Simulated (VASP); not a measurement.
# NaCl (P1) in VASP: single point with PBEsol

Aim: the single point of NaCl with PBEsol.

All numbers are computed with VASP 6.6.1; they aren't measurements. Logs are shortened: lines on timing, memory, paths and dates and some standing lists are left out, and cuts for length are marked.

**1. The cell of the first run**

The typed cell holds 2 atoms: a = 3.507 Å, b = 3.561 Å, c = 3.558 Å, α = 89.85°, β = 89.61°, γ = 90.65°.

**2. Single point, PBEsol (atoms moved at random and the cell strained at random)**

File INCAR:

```
ALGO = Normal
EDIFF = 1E-6
ENCUT = 520
GGA = PS
ISIF = 2
ISMEAR = 0
LASPH = True
LCHARG = False
LREAL = False
LWAVE = False
NBANDS = 14
NELM = 80
PREC = Accurate
SIGMA = 0.02
```

File KPOINTS:

```
k-points
0
Gamma
  6 6 6
```

File POSCAR:

```
NaCl
1.0
    3.5066377813     -0.0199975049      0.0121525993
   -0.0199975049      3.5604664416      0.0046929346
    0.0121525993      0.0046929346      3.5579098429
Na Cl
1 1
Direct
    0.0038261773     -0.0207298862     -0.0192593777
    0.4961738227      0.5207298862      0.5192593777
```

Potentials or basis: VASP PAW PBE potentials, release 64 (Na_pv, Cl).

Launch:

```
$ cat potpaw_PBE.64/Na_pv/POTCAR potpaw_PBE.64/Cl/POTCAR > POTCAR
$ mpirun -np 1 vasp_std > vasp.out
```

OUTCAR:

```text
EDIFF = 1E-6
   ENCUT = 520
   GGA = PS
   ISIF = 2
   ISMEAR = 0
   LASPH = True
   LREAL = False
   NELM = 80
   PREC = Accurate

 ion  position               nearest neighbor table
   1  0.004  0.979  0.981-
   2  0.496  0.521  0.519-

  LATTYP: Found a triclinic cell.
 ALAT       =     4.9783964020
 B/A-ratio  =     0.7043866289
 C/A-ratio  =     1.0123933444
 COS(alpha) =     0.0031406630
 COS(beta)  =     0.5080412393
 COS(gamma) =     0.6994742881

  Lattice vectors:

 A1 = (   3.4944851820,  -0.0246904395,  -3.5457572436)
 A2 = (   3.5066377813,  -0.0199975049,   0.0121525993)
 A3 = (   0.0078449056,  -3.5651593762,  -3.5626027775)

Analysis of symmetry for initial positions (statically):
=====================================================================
 Subroutine PRICEL returns:
 Original cell was already a primitive cell.

 Routine SETGRP: Setting up the symmetry group for a
 triclinic supercell.

 Subroutine GETGRP returns: Found  1 space group operations
 (whereof  1 operations were pure point group operations)
 out of a pool of  2 trial point group operations.

The static configuration has the point symmetry C_1 .

Analysis of symmetry for dynamics (positions and initial velocities):
=====================================================================
 Subroutine PRICEL returns:
 Original cell was already a primitive cell.

 Routine SETGRP: Setting up the symmetry group for a
 triclinic supercell.

 Subroutine GETGRP returns: Found  1 space group operations
 (whereof  1 operations were pure point group operations)
 out of a pool of  2 trial point group operations.

The dynamic configuration has the point symmetry C_1 .

 Subroutine INISYM returns: Found  1 space group operations
 (whereof  1 operations are pure point group operations),
 and found     1 'primitive' translations

----------------------------------------------------------------------------------------

                                     Primitive cell

  volume of cell :      44.4194

  direct lattice vectors                    reciprocal lattice vectors
     3.506637781 -0.019997505  0.012152599     0.285185977  0.001603045 -0.000976212
    -0.019997505  3.560466442  0.004692935     0.001603045  0.280871576 -0.000375949
     0.012152599  0.004692935  3.557909843    -0.000976212 -0.000375949  0.281067726

  length of vectors
     3.506715859  3.560525692  3.557933692     0.285192153  0.280876402  0.281069672

  position of ions in fractional coordinates (direct lattice)
     0.003826177  0.979270114  0.980740622
     0.496173823  0.520729886  0.519259378

  ion indices of the primitive-cell ions
   primitive index   ion index
                 1           1
                 2           2

----------------------------------------------------------------------------------------

 KPOINTS: k-points

Automatic generation of k-mesh.
 Grid dimensions read from file:
 generate k-points for:    6    6    6

 Generating k-lattice:

  Cartesian coordinates                     Fractional coordinates (reciprocal lattice)
     0.047530996  0.000267174 -0.000162702     0.166666667 -0.000000000  0.000000000
     0.000267174  0.046811929 -0.000062658    -0.000000000  0.166666667  0.000000000
    -0.000162702 -0.000062658  0.046844621     0.000000000  0.000000000  0.166666667

  Length of vectors
     0.047532025  0.046812734  0.046844945

  Shift w.r.t. Gamma in fractional coordinates (k-lattice)
     0.000000000  0.000000000  0.000000000

 Subroutine IBZKPT returns following result:
 ===========================================

 Found    112 irreducible k-points:

 Following reciprocal coordinates:
            Coordinates               Weight
  0.000000  0.000000  0.000000      1.000000
  0.166667  0.000000 -0.000000      2.000000
  0.333333  0.000000  0.000000      2.000000
  0.500000 -0.000000  0.000000      1.000000
 -0.000000  0.166667 -0.000000      2.000000
  0.166667  0.166667 -0.000000      2.000000
[... 16 lines left out ...]
  0.333333  0.000000  0.166667      2.000000
  0.500000  0.000000  0.166667      2.000000
 [... further k-points ...]
   k-points           NKPTS =    112   k-points in BZ     NKDIM =    112   number of bands    NBANDS=     14
   number of dos      NEDOS =    301   number of ions     NIONS =      2
   total plane-waves  NPLWV =  21952
   dimension x,y,z NGX =    28 NGY =   28 NGZ =   28
   dimension x,y,z NGXF=    56 NGYF=   56 NGZF=   56
   ions per type =               1   1
   NGX,Y,Z   is equivalent  to a cutoff of  13.27, 13.07, 13.08 a.u.
   NGXF,Y,Z  is equivalent  to a cutoff of  26.55, 26.15, 26.17 a.u.
 SYSTEM =  unknown system
   PREC   = accura    normal or accurate (medium, high low for compatibility)
   ISTART =      0    job   : 0-new  1-cont  2-samecut
   ICHARG =      2    charge: 1-file 2-atom 10-const
   ISPIN  =      1    spin polarized calculation?
   LNONCOLLINEAR =      F non collinear calculations
   LSORBIT =      F    spin-orbit coupling
   LASPH  =      T    aspherical Exc in radial PAW
   ENCUT  =  520.0 eV  38.22 Ry    6.18 a.u.   6.52  6.62  6.62*2*pi/ulx,y,z
   NELM   =     80;   NELMIN=  2; NELMDL= -5     # of ELM steps
   EDIFF  = 0.1E-05   stopping-criterion for ELM
   LREAL  =      F    real-space projection
   EDIFFG = 0.1E-04   stopping-criterion for IOM
   NSW    =      0    number of steps for IOM
   IBRION =     -1    ionic relax: 0-MD 1-quasi-New 2-CG
   NFREE  =      0    steps in history (QN), initial steepest desc. (CG)
   ISIF   =      2    stress and relaxation
   ISYM   =      2    0-nonsym 1-usesym 2-fastsym
   POTIM  = 0.5000    time-step for ionic-motion
   TEBEG  =    0.0;   TEEND  =   0.0 temperature during run
   PSTRESS=    0.0 pullay stress
   NELECT =      14.0000    total number of electrons
   NUPDOWN=      -1.0000    fix difference up-down
   EMIN   =  10.00;   EMAX   =-10.00  energy-range for DOS
   EFERMI =   0.00;   METHOD = LEGACY
   ISMEAR =     0;   SIGMA  =   0.02  broadening in eV -4-tet -1-fermi 0-gaus
   EFERMI_NEDOS =   21; number of points for ismear=-14 and -15
   IALGO  =     38    algorithm
   IMIX   =      4    mixing-type and parameters
     AMIX     =   0.40;   BMIX     =  1.00
     AMIX_MAG =   1.60;   BMIX_MAG =  1.00
  volume/ion in A,a.u.               =      22.21       149.88
  Fermi-wavevector in a.u.,A,eV,Ry     =   1.114106  2.105355 16.887991  1.241232
  Thomas-Fermi vector in A             =   2.250698
   LORBIT       =      0    0 simple, 1 ext, 2 COOP (PROOUT), +10 PAW based schemes
   GGA     = PS    functional components
   LHFCALC =     F    Hartree Fock is set to
   AEXX    =    0.0000 exact exchange contribution
   IVDW    =     0    specifies the selected vdW correction
   LEPSILON=     F    determine dielectric tensor
   LRPA    =     F    only Hartree local field effects (RPA)
 non-spin polarized calculation
 Gauss-broadening in eV      SIGMA  =   0.02
  energy-cutoff  :      520.00
  volume of cell :       44.42
 maximum number of plane-waves:      1215
 NGX is ok and might be reduce to    28
   NGX = 13   NGY = 13   NGZ = 13

 number of electron      13.9999996 magnetization

 Free energy of the ion-electron system (eV)
  ---------------------------------------------------
  ext. energy  EPLUGINS =         0.00000000
  ---------------------------------------------------
  free energy    TOTEN  =        -6.70339137 eV

  energy without entropy =       -6.70339137  energy(sigma->0) =       -6.70339137

 E-fermi :   0.3588     XC(G=0):  -8.4289

 val. band max:        0.1822266658   @ k =  -0.0000   0.5000   0.5000
 cond. band min:       3.8860453879   @ k =   0.0000   0.0000   0.0000
 fundamental gap:      3.7038187221
 Fermi energy:         0.3587573718

 k-point     1 :       0.0000    0.0000    0.0000
  band No.  band energies     occupation
      1     -21.7571      2.00000
      2     -21.7560      2.00000
      3     -21.7549      2.00000
      4     -13.1213      2.00000
      5      -0.3831      2.00000
      6      -0.3744      2.00000
      7      -0.2591      2.00000
      8       3.8860      0.00000
      9       8.5446      0.00000
     10       8.6586      0.00000
     11      15.2453      0.00000
     12      15.3867      0.00000
     13      15.6069      0.00000
     14      15.8293      0.00000

 k-point     2 :       0.1667    0.0000   -0.0000
  band No.  band energies     occupation
      1     -21.7667      2.00000
      2     -21.7550      2.00000
      3     -21.7546      2.00000
      4     -13.0378      2.00000
      5      -1.0605      2.00000
      6      -0.3204      2.00000
      7      -0.3155      2.00000
      8       4.5938      0.00000
      9       8.8452      0.00000
     10       9.1713      0.00000
     11      13.7020      0.00000
     12      13.8146      0.00000
     13      15.0157      0.00000
     14      16.0404      0.00000

 k-point     3 :       0.3333    0.0000    0.0000
  band No.  band energies     occupation
      1     -21.7870      2.00000
      2     -21.7531      2.00000
      3     -21.7528      2.00000
      4     -12.8612      2.00000
      5      -2.2332      2.00000
      6      -0.1968      2.00000
      7      -0.1919      2.00000
      8       5.8490      0.00000
      9       9.2000      0.00000
     10       9.6909      0.00000
     11      12.2265      0.00000
     12      12.3919      0.00000
     13      14.3441      0.00000
     14      15.8720      0.00000
[... 324 lines left out ...]
 k-point    23 :       0.3333    0.0000    0.1667
  band No.  band energies     occupation
      1     -21.7854      2.00000
      2     -21.7608      2.00000
      3     -21.7523      2.00000
      4     -12.7993      2.00000
      5      -2.1068      2.00000
      6      -0.7969      2.00000
      7      -0.1405      2.00000
      8       6.3527      0.00000
      9       8.7346      0.00000
     10      10.0908      0.00000
     11      11.7118      0.00000
     12      12.4688      0.00000
     13      14.5961      0.00000
     14      15.3520      0.00000

 k-point    24 :       0.5000    0.0000    0.1667
  band No.  band energies     occupation
      1     -21.7952      2.00000
      2     -21.7597      2.00000
      3     -21.7514      2.00000
      4     -12.7102      2.00000
      5      -2.5751      2.00000
      6      -0.6987      2.00000
      7      -0.0751      2.00000
      8       7.4511      0.00000
      9       7.6679      0.00000
     10      10.8024      0.00000
     11      10.9943      0.00000
     12      11.9374      0.00000
     13      14.8197      0.00000
     14      15.2099      0.00000

 [... further k-points ...]

------------------------ aborting loop because EDIFF is reached ----------------------------------------

  FORCE on cell =-STRESS in cart. coord.  units (eV):
  Direction    XX          YY          ZZ          XY          YZ          ZX
  --------------------------------------------------------------------------------------
  -------------------------------------------------------------------------------------
  Total       -0.2760810     -0.5520975     -0.5411226     -0.0238887      0.0679361     -0.0042510
  in kB       -9.9580466    -19.9137686    -19.5179098     -0.8616495      2.4504090     -0.1533296
  external PRESSURE =     -16.4632417 kB  Pullay stress =       0.0000000 kB

 VOLUME and BASIS-vectors are now :
 -----------------------------------------------------------------------------
  energy-cutoff  :      520.00
  volume of cell :       44.42
      direct lattice vectors                 reciprocal lattice vectors
     3.506637781 -0.019997505  0.012152599     0.285185977  0.001603045 -0.000976212
    -0.019997505  3.560466442  0.004692935     0.001603045  0.280871576 -0.000375949
     0.012152599  0.004692935  3.557909843    -0.000976212 -0.000375949  0.281067726

 POSITION                                       TOTAL-FORCE (eV/Angst)
 -----------------------------------------------------------------------------------
      0.00575      3.49118      3.49403        -0.005268      0.030560      0.030913
      1.73580      1.84656      1.85595         0.005268     -0.030560     -0.030913
 -----------------------------------------------------------------------------------
    total drift:                                0.000742     -0.000124      0.000006

  FREE ENERGIE OF THE ION-ELECTRON SYSTEM (eV)
  ---------------------------------------------------
  free  energy   TOTEN  =        -6.7033913686 eV

  energy  without entropy=       -6.7033913686  energy(sigma->0) =       -6.70339137
```

Run time: 43 s. Hardware: 1 thread of Intel Xeon 6975P-C, shared host; peak memory 0.19 GiB.

What came out:

```
Free energy            : -6.7034 eV
Pressure               : -1.6 GPa
Largest force          : 0.044 eV/Å
Band gap on the k mesh : 3.70 eV, indirect (least direct gap 4.15 eV)
```

Forces on the atoms (eV/Å):
```
Na  -0.005  0.031  0.031
Cl   0.005 -0.031 -0.031
```

Stress tensor (GPa, compression positive):
```
-1.00 -0.09 -0.02
-0.09 -1.99  0.25
-0.02  0.25 -1.95
```

Levels at points of the mesh, in eV from the valence-band top:
| k point | band 5 | band 6 | band 7 | band 8 | band 9 | band 10 |
| --- | --- | --- | --- | --- | --- | --- |
| (0.00, 0.00, 0.00) | -0.57 | -0.56 | -0.44 | 3.70 | 8.36 | 8.48 |
| (0.50, 0.00, 0.00) | -2.90 | -0.32 | -0.31 | 6.59 | 8.26 | 10.30 |
| (0.00, 0.50, 0.00) | -2.89 | -0.33 | -0.23 | 6.63 | 8.18 | 10.30 |
| (0.50, 0.50, 0.00) | -2.26 | -2.20 | -0.08 | 5.42 | 9.59 | 10.52 |
| (0.00, 0.00, 0.50) | -2.89 | -0.34 | -0.23 | 6.63 | 8.18 | 10.31 |
| (0.50, 0.00, 0.50) | -2.26 | -2.20 | -0.08 | 5.43 | 9.59 | 10.53 |
| (0.00, 0.50, 0.50) | -2.25 | -2.24 | 0.00 | 5.33 | 9.70 | 10.65 |
| (0.50, 0.50, 0.50) | -1.86 | -1.81 | -1.80 | 6.89 | 6.96 | 7.00 |

Caveat: the cell differs from its parent crystal (atoms moved at random and the cell strained at random); the PAW data sets were made with another functional, which shifts forces and pressure a little.
